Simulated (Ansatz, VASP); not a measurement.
PbO2 in VASP and in Ansatz

```xyz
3
Lattice="0.0000 2.7020 2.7020 2.7020 0.0000 2.7020 2.7020 2.7020 0.0000" Properties=species:S:1:pos:R:3 pbc="T T T"
Pb    0.0000    0.0000    0.0000
O     4.0530    4.0530    4.0530
O     1.3510    1.3510    1.3510
```

Alike in both runs: functional RPBE; k mesh 9 × 9 × 9; occupations fermi-dirac, width 0.05 eV; no spin polarisation.

|  | VASP | Ansatz |
| --- | --- | --- |
| version | VASP 6.6.1 | Ansatz 0.2.0 |
| potentials or method | VASP PAW PBE potentials, release 64 (Pb_d, O) | Ansatz PAW |
| plane-wave cutoff (eV) | 520 | 420 |
| valence electrons in the cell | 26 | 26 |
| task | single point | band structure |

|  | VASP | Ansatz | Ansatz less VASP |
| --- | --- | --- | --- |
| gap on the k mesh at the Fermi level (eV) | none | none | - |
| pressure (GPa) | 4.5 | 4.3 | -0.20 |

VASP's potentials were made for PBE, not for RPBE. A gap of «none» marks a metal or a gap that the smearing closes.

Neither program's run includes spin-orbit coupling.
